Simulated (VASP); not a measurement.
# PbSe in VASP: further runs, part 2 of 2

VASP 6.6.1. Earlier steps stand in the parts before.

**4. Single point, PBE, non-collinear spin, zero start, spin-orbit coupling**

This run uses another cell than the first one, of 29.82 Å³/atom.

The input, INCAR:

```
SYSTEM = PbSe
  ALGO = Normal
  EDIFF = 1E-6
  ENCUT = 520
  GGA = PE
  GGA_COMPAT = .FALSE.
  ISIF = 2
  ISMEAR = -1
  LASPH = .TRUE.
  LCHARG = .FALSE.
  LNONCOLLINEAR = .TRUE.
  LORBIT = 11
  LORBMOM = .TRUE.
  LREAL = .FALSE.
  LSORBIT = .TRUE.
  LWAVE = .FALSE.
  MAGMOM = 0 0 0 0 0 0
  NBANDS = 32
  NELM = 150
  PREC = Accurate
  SIGMA = 0.05
```

The input, KPOINTS:

```
k-points
0
G
  8 8 8
  0 0 0
```

The input, POSCAR:

```
PbSe
1.0
    0.0000000000      3.1009263293      3.1009263293
    3.1009263293      0.0000000000      3.1009263293
    3.1009263293      3.1009263293      0.0000000000
Pb Se
1 1
Direct
    0.0000000000      0.0000000000      0.0000000000
    0.5000000000      0.5000000000      0.5000000000
```

Potentials or basis: VASP PAW PBE potentials, release 64 (Pb_d, Se).

Run with:

```
$ cat potpaw_PBE.64/Pb_d/POTCAR potpaw_PBE.64/Se/POTCAR > POTCAR
$ mpirun -np 1 vasp_ncl > vasp.out
```

OUTCAR:

```text
SYSTEM = PbSe
   EDIFF = 1E-6
   ENCUT = 520
   GGA = PE
   ISIF = 2
   ISMEAR = -1
   LASPH = .TRUE.
   LNONCOLLINEAR = .TRUE.
   LORBIT = 11
   LREAL = .FALSE.
   LSORBIT = .TRUE.
   NELM = 150
   PREC = Accurate

 ion  position               nearest neighbor table
   1  0.000  0.000  0.000-   2 3.10   2 3.10   2 3.10   2 3.10   2 3.10   2 3.10
   2  0.500  0.500  0.500-   1 3.10   1 3.10   1 3.10   1 3.10   1 3.10   1 3.10

  LATTYP: Found a face centered cubic cell.
 ALAT       =     6.2018526586

  Lattice vectors:

 A1 = (   0.0000000000,   3.1009263293,   3.1009263293)
 A2 = (   3.1009263293,   0.0000000000,   3.1009263293)
 A3 = (   3.1009263293,   3.1009263293,   0.0000000000)

Analysis of symmetry for initial positions (statically):
=====================================================================
 Subroutine PRICEL returns:
 Original cell was already a primitive cell.

 Routine SETGRP: Setting up the symmetry group for a
 face centered cubic supercell.

 Subroutine GETGRP returns: Found 48 space group operations
 (whereof 48 operations were pure point group operations)
 out of a pool of 48 trial point group operations.

The static configuration has the point symmetry O_h .

Analysis of symmetry for dynamics (positions and initial velocities):
=====================================================================
 Subroutine PRICEL returns:
 Original cell was already a primitive cell.

 Routine SETGRP: Setting up the symmetry group for a
 face centered cubic supercell.

 Subroutine GETGRP returns: Found 48 space group operations
 (whereof 48 operations were pure point group operations)
 out of a pool of 48 trial point group operations.

The dynamic configuration has the point symmetry O_h .

Analysis of structural, dynamic, and magnetic symmetry:
=====================================================================
 Subroutine PRICEL returns:
 Original cell was already a primitive cell.

 Routine SETGRP: Setting up the symmetry group for a
 face centered cubic supercell.

 Subroutine GETGRP returns: Found 48 space group operations
 (whereof 48 operations were pure point group operations)
 out of a pool of 48 trial point group operations.

The overall configuration has the point symmetry O_h .

 Subroutine INISYM returns: Found 48 space group operations
 (whereof 48 operations are pure point group operations),
 and found     1 'primitive' translations

----------------------------------------------------------------------------------------

                                     Primitive cell

  volume of cell :      59.6354

  direct lattice vectors                    reciprocal lattice vectors
     0.000000000  3.100926329  3.100926329    -0.161242141  0.161242141  0.161242141
     3.100926329  0.000000000  3.100926329     0.161242141 -0.161242141  0.161242141
     3.100926329  3.100926329  0.000000000     0.161242141  0.161242141 -0.161242141

  length of vectors
     4.385372071  4.385372071  4.385372071     0.279279580  0.279279580  0.279279580

  position of ions in fractional coordinates (direct lattice)
     0.000000000  0.000000000  0.000000000
[... 982 lines left out ...]
  --------------------------------------------------------------------------------------
  -------------------------------------------------------------------------------------
  Total        0.0602810      0.0602810      0.0602810      0.0000000      0.0000000      0.0000000
  in kB        1.6195227      1.6195227      1.6195227      0.0000000      0.0000000      0.0000000
  external PRESSURE =       1.6195227 kB  Pullay stress =       0.0000000 kB

 VOLUME and BASIS-vectors are now :
 -----------------------------------------------------------------------------
  energy-cutoff  :      520.00
  volume of cell :       59.64
      direct lattice vectors                 reciprocal lattice vectors
     0.000000000  3.100926329  3.100926329    -0.161242141  0.161242141  0.161242141
     3.100926329  0.000000000  3.100926329     0.161242141 -0.161242141  0.161242141
     3.100926329  3.100926329  0.000000000     0.161242141  0.161242141 -0.161242141

 POSITION                                       TOTAL-FORCE (eV/Angst)
 -----------------------------------------------------------------------------------
      0.00000      0.00000      0.00000         0.000000     -0.000000     -0.000000
      3.10093      3.10093      3.10093        -0.000000      0.000000      0.000000
 -----------------------------------------------------------------------------------
    total drift:                               -0.000000      0.000000      0.000000

  FREE ENERGIE OF THE ION-ELECTRON SYSTEM (eV)
  ---------------------------------------------------
  free  energy   TOTEN  =        -8.6193649906 eV

  energy  without entropy=       -8.6182806764  energy(sigma->0) =       -8.61882283

 orbital moment (x)

 # of ion     p       d       tot
 ----------------------------------------
  1        -0.000   0.000  -0.000
  2         0.000   0.000   0.000
 ----------------------------------------
           -0.000   0.000  -0.000

 orbital moment (y)

 # of ion     p       d       tot
 ----------------------------------------
  1        -0.000  -0.000  -0.000
  2         0.000  -0.000   0.000
 ----------------------------------------
            0.000  -0.000   0.000

 orbital moment (z)

 # of ion     p       d       tot
 ----------------------------------------
  1         0.000  -0.000  -0.000
  2         0.000  -0.000  -0.000
 ----------------------------------------
            0.000  -0.000  -0.000

 Spin-Orbit-Coupling matrix elements

 Ion:    1  E_soc:     -0.8367366
 l=   1
     0.0000000    -0.0725725    -0.0725725
    -0.0725725     0.0000000    -0.0725725
    -0.0725725    -0.0725725     0.0000000
 l=   2
     0.0000000    -0.0134246     0.0000000    -0.0134246    -0.0534590
    -0.0134246     0.0000000    -0.0400942    -0.0134246    -0.0133647
     0.0000000    -0.0400942     0.0000000    -0.0400942     0.0000000
    -0.0134246    -0.0134246    -0.0400942     0.0000000    -0.0133647
    -0.0534590    -0.0133647     0.0000000    -0.0133647     0.0000000
 l=   3
     0.0000000     0.0000000     0.0000000     0.0000000     0.0000000     0.0000000     0.0000000
     0.0000000     0.0000000     0.0000000     0.0000000     0.0000000     0.0000000     0.0000000
     0.0000000     0.0000000     0.0000000     0.0000000     0.0000000     0.0000000     0.0000000
     0.0000000     0.0000000     0.0000000     0.0000000     0.0000000     0.0000000     0.0000000
     0.0000000     0.0000000     0.0000000     0.0000000     0.0000000     0.0000000     0.0000000
     0.0000000     0.0000000     0.0000000     0.0000000     0.0000000     0.0000000     0.0000000
     0.0000000     0.0000000     0.0000000     0.0000000     0.0000000     0.0000000     0.0000000

 Ion:    2  E_soc:     -0.0492073
 l=   1
     0.0000000    -0.0082154    -0.0082154
    -0.0082154     0.0000000    -0.0082154
    -0.0082154    -0.0082154     0.0000000
 l=   2
     0.0000000    -0.0000018     0.0000000    -0.0000018     0.0000160
    -0.0000018     0.0000000     0.0000120    -0.0000018     0.0000040
     0.0000000     0.0000120     0.0000000     0.0000120     0.0000000
    -0.0000018    -0.0000018     0.0000120     0.0000000     0.0000040
     0.0000160     0.0000040     0.0000000     0.0000040     0.0000000
 l=   3
     0.0000000     0.0000000     0.0000000     0.0000000     0.0000000     0.0000000     0.0000000
     0.0000000     0.0000000     0.0000000     0.0000000     0.0000000     0.0000000     0.0000000
     0.0000000     0.0000000     0.0000000     0.0000000     0.0000000     0.0000000     0.0000000
     0.0000000     0.0000000     0.0000000     0.0000000     0.0000000     0.0000000     0.0000000
     0.0000000     0.0000000     0.0000000     0.0000000     0.0000000     0.0000000     0.0000000
     0.0000000     0.0000000     0.0000000     0.0000000     0.0000000     0.0000000     0.0000000
     0.0000000     0.0000000     0.0000000     0.0000000     0.0000000     0.0000000     0.0000000

 total charge

# of ion       s       p       d       tot
------------------------------------------
    1        1.467   0.540   9.839  11.846
    2        1.469   2.310   0.015   3.795
--------------------------------------------------
tot          2.937   2.850   9.854  15.640

 magnetization (x)

# of ion       s       p       d       tot
------------------------------------------
    1       -0.000  -0.000  -0.000  -0.000
    2       -0.000   0.000   0.000   0.000
--------------------------------------------------
tot         -0.000  -0.000  -0.000  -0.000

 magnetization (y)

# of ion       s       p       d       tot
------------------------------------------
    1       -0.000  -0.000  -0.000  -0.000
    2       -0.000  -0.000   0.000  -0.000
--------------------------------------------------
tot         -0.000  -0.000  -0.000  -0.000

 magnetization (z)

# of ion       s       p       d       tot
------------------------------------------
    1       -0.000   0.000  -0.000  -0.000
    2       -0.000   0.000   0.000  -0.000
--------------------------------------------------
tot         -0.000   0.000  -0.000  -0.000
```

Run time: 96 s. Hardware: 1 thread of Intel Xeon 6975P-C (Granite Rapids), shared host; peak memory 0.42 GiB.

Results:

- Free energy: -8.6194 eV
- Pressure: 0.2 GPa
- Net moment: 0.00 μB per cell
- Valence electrons inside the program's atomic spheres: Pb 11.85; Se 3.79

Moments on the atoms (μB; x, y, z):
```
Pb  0.00 0.00 0.00
Se  0.00 0.00 0.00
```

**5. Summary**

```tsv
spin	cell	k mesh	smearing	pressure (GPa)	moment (μB)
off	a = 4.328 Å, angles 60.0°, 2 atoms, atomic positions A	12 × 12 × 12	methfessel-paxton 0.05 eV	2.4	-
non-collinear, zero start, SOC	a = 4.357 Å, angles 60.0°, 2 atoms, atomic positions B	8 × 8 × 8	fermi-dirac 0.05 eV	1.1	0.00
non-collinear, zero start, SOC	a = 4.385 Å, angles 60.0°, 2 atoms, atomic positions B	8 × 8 × 8	fermi-dirac 0.05 eV	0.2	0.00
```

Alike in all rows: task single point; level PBE; potentials or basis VASP PAW PBE potentials, release 64 (Pb_d, Se); cutoff (eV) 520.

Total energies depend on the potentials used, so only differences within one code and one set of settings carry meaning.
